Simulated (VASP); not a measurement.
# Ga3As3N2 in VASP: further runs, part 2 of 2

VASP 6.6.1. The steps go on from the part before.

## 3. Single point, PBE+D3(BJ)

The input, INCAR:

```
SYSTEM = Ga3As3N2
PREC = Accurate ; ENCUT = 520
EDIFF = 1E-6 ; ISMEAR = 0
SIGMA = 0.05 ; LREAL = .FALSE.
LASPH = .TRUE. ; NELM = 60
ALGO = Normal ; ISIF = 2
LWAVE = .FALSE. ; LCHARG = .FALSE.
LDIPOL = .TRUE. ; IDIPOL = 3
DIPOL = 0.5 0.5 0.331 ; GGA = PE
IVDW = 12 ; NBANDS = 42
```

The input, KPOINTS:

```
regular mesh
0
G
  7 5 1
  0 0 0
```

The input, POSCAR:

```
Ga3As3N2
1.0
    4.0137031116      0.0000000000      0.0000000000
    0.0000000000      5.6762333758      0.0000000000
    0.0000000000      0.0000000000     22.8852699092
Ga As N
3 3 2
Direct
    0.5000000000      0.5000000000      0.1747849169
    0.0000000000      0.0653835254      0.2732733389
    0.5000000000      0.4894639615      0.3292030243
    0.0000000000      0.2500000000      0.1747849169
    0.5000000000      0.8102208702      0.2554204538
    0.0000000000      0.2887573197      0.3664046761
    0.0000000000      0.5387573197      0.5149718555
    0.0000000000      0.5387573197      0.5630377077
```

Potentials or basis: VASP PAW PBE potentials, release 64 (Ga_d, As, N).

The run is started by

```
cat potpaw_PBE.64/Ga_d/POTCAR potpaw_PBE.64/As/POTCAR potpaw_PBE.64/N/POTCAR > POTCAR
mpirun -np 1 vasp_std > vasp.out
```

OUTCAR:

```text
SYSTEM = Ga3As3N2
   PREC = Accurate
   ENCUT = 520
   EDIFF = 1E-6
   ISMEAR = 0
   LREAL = .FALSE.
   LASPH = .TRUE.
   NELM = 60
   ISIF = 2
   GGA = PE
   IVDW = 12
 IVDW          = 12

 ion  position               nearest neighbor table
   1  0.500  0.500  0.175-   4 2.46   4 2.46   5 2.55
   2  0.000  0.065  0.273-   6 2.48   4 2.49   5 2.51   5 2.51
   3  0.500  0.489  0.329-   6 2.46   6 2.46   5 2.48
   4  0.000  0.250  0.175-   1 2.46   1 2.46   2 2.49
   5  0.500  0.810  0.255-   3 2.48   2 2.51   2 2.51   1 2.55
   6  0.000  0.289  0.366-   3 2.46   3 2.46   2 2.48
   7  0.000  0.539  0.515-   8 1.10
   8  0.000  0.539  0.563-   7 1.10

  LATTYP: Found a simple orthorhombic cell.
 ALAT       =     4.0137031116
 B/A-ratio  =     1.4142135624
 C/A-ratio  =     5.7017844302

  Lattice vectors:

 A1 = (   4.0137031116,   0.0000000000,   0.0000000000)
 A2 = (   0.0000000000,   5.6762333758,   0.0000000000)
 A3 = (   0.0000000000,   0.0000000000,  22.8852699092)

Analysis of symmetry for initial positions (statically):
=====================================================================
 Subroutine PRICEL returns:
 Original cell was already a primitive cell.

 Routine SETGRP: Setting up the symmetry group for a
 simple orthorhombic supercell.

 Subroutine GETGRP returns: Found  2 space group operations
 (whereof  2 operations were pure point group operations)
 out of a pool of  8 trial point group operations.

The static configuration has the point symmetry C_1h.

Analysis of symmetry for dynamics (positions and initial velocities):
=====================================================================
 Subroutine PRICEL returns:
 Original cell was already a primitive cell.

 Routine SETGRP: Setting up the symmetry group for a
 simple orthorhombic supercell.

[... 131 lines left out ...]
   IVDW    =    12    specifies the selected vdW correction
   LEPSILON=     F    determine dielectric tensor
   LRPA    =     F    only Hartree local field effects (RPA)
 non-spin polarized calculation
 Gauss-broadening in eV      SIGMA  =   0.05
  energy-cutoff  :      520.00
  volume of cell :      521.39
 maximum number of plane-waves:     14091
 NGX is ok and might be reduce to    30
   NGX = 15   NGY = 21   NGZ = 85

 dipolmoment           0.000000      0.000000     -0.000400 electrons x Angstroem

 number of electron      64.0000015 magnetization

 dipolmoment           0.000000      0.000000      0.028859 electrons x Angstroem

 Free energy of the ion-electron system (eV)
  ---------------------------------------------------
  ext. energy  EPLUGINS =         0.00000000
  ---------------------------------------------------
  free energy    TOTEN  =       -39.38998428 eV

  energy without entropy =      -39.38998428  energy(sigma->0) =      -39.38998428

 E-fermi :  -1.9865     XC(G=0):  -3.8646

 val. band max:       -2.1831828235   @ k =   0.0000   0.0000   0.0000
 cond. band min:      -1.7856506813   @ k =   0.4286   0.0000   0.0000
 fundamental gap:      0.3975321422
 Fermi energy:        -1.9864808600

 k-point     1 :       0.0000    0.0000    0.0000
  band No.  band energies     occupation
      1     -25.9375      2.00000
      2     -17.1670      2.00000
      3     -17.1026      2.00000
      4     -17.0883      2.00000
      5     -17.0659      2.00000
      6     -17.0455      2.00000
[... 529 lines left out ...]
     41       2.8246      0.00000
     42       3.1736      0.00000

------------------------ aborting loop because EDIFF is reached ----------------------------------------

 vacuum level on the upper side and lower side of the slab       (xc-potential included)        -0.018        -0.238

 Edisp (eV)   -1.25713

 E8    (eV) :    -0.5708

  FORCE on cell =-STRESS in cart. coord.  units (eV):
  Direction    XX          YY          ZZ          XY          YZ          ZX
  --------------------------------------------------------------------------------------
  -------------------------------------------------------------------------------------
  Total      -2.12487    -2.63832     2.39145     0.00000     0.04658     0.00000
  in kB      -6.52952    -8.10732     7.34869     0.00000     0.14313     0.00000
  external pressure =       -2.43 kB  Pullay stress =        0.00 kB

 VOLUME and BASIS-vectors are now :
 -----------------------------------------------------------------------------
  energy-cutoff  :      520.00
  volume of cell :      521.39
      direct lattice vectors                 reciprocal lattice vectors
     4.013703112  0.000000000  0.000000000     0.249146479  0.000000000  0.000000000
     0.000000000  5.676233376  0.000000000     0.000000000  0.176173165  0.000000000
     0.000000000  0.000000000 22.885269909     0.000000000  0.000000000  0.043696229

 POSITION                                       TOTAL-FORCE (eV/Angst)
 -----------------------------------------------------------------------------------
      2.00685      2.83812      4.00000         0.000000     -0.314010      1.034005
      0.00000      0.37113      6.25393         0.000000      0.000987      0.019555
      2.00685      2.77831      7.53390         0.000000      0.002808      0.007928
      0.00000      1.41906      4.00000         0.000000      0.313871     -1.069541
      2.00685      4.59900      5.84537         0.000000      0.004510     -0.014974
      0.00000      1.63905      8.38527         0.000000     -0.032342      0.019166
      0.00000      3.05811     11.78527         0.000000      0.043200     -2.115791
      0.00000      3.05811     12.88527         0.000000     -0.019025      2.119653
 -----------------------------------------------------------------------------------
    total drift:                                0.000000     -0.000275      0.000295

  FREE ENERGIE OF THE ION-ELECTRON SYSTEM (eV)
  ---------------------------------------------------
  free  energy   TOTEN  =       -40.6471120349 eV

  energy  without entropy=      -40.6471120346  energy(sigma->0) =      -40.64711203

 vacuum level on the upper side and lower side of the slab         2.604         2.376
```

stdout:

```text
POSCAR found type information on POSCAR GaAsN
 POSCAR found :  3 types and       8 ions
 scaLAPACK will be used
 LDA part: xc-table for (Slater+PW92), standard interpolation
 POSCAR, INCAR and KPOINTS ok, starting setup
 FFT: planning ... GRIDC
 FFT: planning ... GRID_SOFT
 FFT: planning ... GRID
 WAVECAR not read
 entering main loop
```

Run time: 5.2 min. Hardware: 1 thread of Intel Xeon Platinum 8488C (Sapphire Rapids), shared host; peak memory 0.62 GiB.

What came out:

```yaml
Free_energy: -40.6471 eV
Largest_force: 2.120 eV/Å
Band_gap_on_the_k_mesh: 0.40 eV (least direct gap 0.75 eV)
Dispersion_energy_per_atom: -0.157 eV
```

Forces on the atoms (eV/Å):
```
Ga   0.000 -0.314  1.034
Ga   0.000  0.001  0.020
Ga   0.000  0.003  0.008
As   0.000  0.314 -1.070
As   0.000  0.005 -0.015
As   0.000 -0.032  0.019
N    0.000  0.043 -2.116
N    0.000 -0.019  2.120
```

Caveat: the standard files for N, O and F lose accuracy on very short bonds; semilocal functionals underestimate gaps, and a narrow one can read as zero.

## 4. Single point, PBE+D3(BJ)

The input, INCAR:

```
SYSTEM = Ga3As3N2
  PREC = Accurate
  ENCUT = 520
  EDIFF = 1E-6
  ISMEAR = 0
  SIGMA = 0.05
  LREAL = .False.
  LASPH = .True.
  NELM = 100
  ALGO = Normal
  ISIF = 2
  LWAVE = .False.
  LCHARG = .False.
  LDIPOL = .True.
  IDIPOL = 3
  DIPOL = 0.5 0.5 0.331
  GGA = PE
  IVDW = 12
  NBANDS = 42
```

The input, KPOINTS:

```
Automatic mesh
0
Gamma
  7 5 1
  0 0 0
```

Changes to POSCAR since step 3:

```diff
@@ -14,3 +14,3 @@
     0.0000000000      0.2887573197      0.3664046761
-    0.0000000000      0.5387573197      0.5149718555
-    0.0000000000      0.5387573197      0.5630377077
+    0.0000000000      1.0387573197      0.5149718555
+    0.0000000000      1.0387573197      0.5630377077
```

The run is started by

```
cat potpaw_PBE.64/Ga_d/POTCAR potpaw_PBE.64/As/POTCAR potpaw_PBE.64/N/POTCAR > POTCAR
mpirun -np 1 vasp_std > vasp.out
```

Run time: 5.1 min. Hardware: 1 thread of Intel Xeon Platinum 8488C (Sapphire Rapids), shared host; peak memory 0.62 GiB.

The run converged. Its results:

| Property | Result |
| --- | --- |
| Free energy | -40.6326 eV |
| Largest force | 2.137 eV/Å |
| Band gap on the k mesh | 0.40 eV (least direct gap 0.76 eV) |
| Dispersion energy per atom | -0.157 eV |

Forces in eV/Å, atoms in the order of the input:
```
Ga   0.000 -0.312  1.028
Ga   0.000 -0.005  0.010
Ga   0.000  0.004 -0.009
As   0.000  0.320 -1.063
As   0.000  0.016 -0.011
As   0.000  0.009  0.017
N    0.000 -0.054 -2.110
N    0.000  0.023  2.137
```

Levels at points of the mesh, in eV from the valence-band top:
```csv
k point,band 28,band 29,band 30,band 31,band 32,band 33,band 34,band 35,band 36,band 37
"(0.00, 0.00, 0.00)",-1.98,-1.32,-0.89,-0.85,0.00,0.76,1.63,2.28,2.69,2.97
```

Caveat: the standard files for N, O and F lose accuracy on very short bonds; semilocal functionals underestimate gaps, and a narrow one can read as zero.

## 5. Summary

| cell | gap on the mesh (eV) | largest force (eV/Å) |
| --- | --- | --- |
| as given, atomic positions A | 0.40 | 2.14 |
| as given, atomic positions B | 0.40 | 2.12 |
| as given, atomic positions C | 0.40 | 2.14 |

Alike in all rows: task single point; level PBE+D3(BJ); potentials or basis VASP PAW PBE potentials, release 64 (Ga_d, As, N); no spin polarisation; k mesh 7 × 5 × 1; cutoff (eV) 520; smearing gaussian 0.05 eV.

Caveats: the standard files for N, O and F lose accuracy on very short bonds; semilocal functionals underestimate gaps, and a narrow one can read as zero.

Total energies depend on the potentials used, so only differences within one code and one set of settings carry meaning.
